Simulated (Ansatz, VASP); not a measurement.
**One calculation of Si3F2, two programs**

```
CELL_PARAMETERS angstrom
3.74001 0.00000 0.00000
-1.87001 3.23895 0.00000
0.00000 0.00000 9.89619
ATOMIC_POSITIONS crystal
Si 0.00000 0.00000 0.00000
Si 0.33333 0.66667 0.52965
Si 0.66667 0.33333 0.47035
F 0.33333 0.66667 0.07895
F 0.66667 0.33333 0.92105
```

Alike in both runs: functional PBE; k mesh 12 × 12 × 4; occupations tetrahedron; no spin polarisation.

Ansatz relaxed the structure, and its values are those at the end. VASP's run is a single point on that final structure, the one shown.

|  | VASP | Ansatz |
| --- | --- | --- |
| version | VASP 6.6.1 | Ansatz 0.2.0 |
| potentials or method | VASP PAW PBE potentials, release 64 (Si, F), cutoff 600 eV | scalar-relativistic, plane waves, PAW |
| valence electrons in the cell | 26 | 26 |

Ansatz gave:

* gap on the k mesh at the Fermi level (eV): none
* pressure (GPa): 0.0
* rms of the force components (eV/Å): 0.000

Question: Which values does VASP return?

Answer: gap on the k mesh at the Fermi level (eV): none; pressure (GPa): -0.1; rms of the force components (eV/Å): 0.005.

A gap of «none» marks a metal or a gap that the smearing closes. Ansatz's warnings: band table not solved further, forces under tetrahedra, tetrahedron derivatives may miss energy slope.
